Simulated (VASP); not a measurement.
Write the native input for VASP 6.6.1 that does the following.

```
Task                   : single point
Functional             : PBE
Potentials or basis    : VASP PAW PBE potentials, release 64 (Bi_d, O)
Cutoff                 : 520 eV
k mesh                 : 4 × 6 × 4
Occupations            : gaussian, width 0.1 eV
Spin                   : no spin polarisation
Dipole correction      : no
Further INCAR settings : ALGO = Normal; EDIFF = 1e-06; NBANDS = 45
```

The structure of Bi2O lies in POSCAR:

```
Bi2O
1.0
    6.9417279409      0.0000000000     -0.0134840535
    0.0000000000      3.4651813079      0.0000000000
   -0.3107290341      0.0000000000      6.4160533406
Bi O
4 2
Direct
    0.2435930504      0.2521427954      0.1588053050
    0.2435930504      0.7478572046      0.6588053050
    0.6606992637      0.6590394650      0.3666501296
    0.6606992637      0.3409605350      0.8666501296
    0.0956064390      0.7336492366      0.9753139310
    0.0956064390      0.2663507634      0.4753139310
```

One way to write it, as run:

INCAR

```
PREC = Accurate
ENCUT = 520
EDIFF = 1E-6
ISMEAR = 0
SIGMA = 0.1
LREAL = False
LASPH = True
NELM = 60
ALGO = Normal
ISIF = 2
LWAVE = False
LCHARG = False
GGA = PE
NBANDS = 45
```

KPOINTS

```
regular mesh
0
Gamma
  4 6 4
```

Potentials or basis: VASP PAW PBE potentials, release 64 (Bi_d, O).

The run is started by

```console
$ cat potpaw_PBE.64/Bi_d/POTCAR potpaw_PBE.64/O/POTCAR > POTCAR
$ mpirun -np 1 vasp_std > vasp.out
```

Results of the run:

The pressure is 0.2 GPa and the largest force is 0.066 eV/Å. The band gap on the k mesh is zero (band 36 reaches 8.13 eV, above the bottom of band 37 at 5.61 eV).

Caveat: spin-orbit coupling is left out, which moves the levels of the heavy elements.

Wall time 4.1 min on 1 thread of Intel(R) Xeon(R) Platinum 8488C (Sapphire Rapids), on a shared host, peak memory 0.36 GiB.
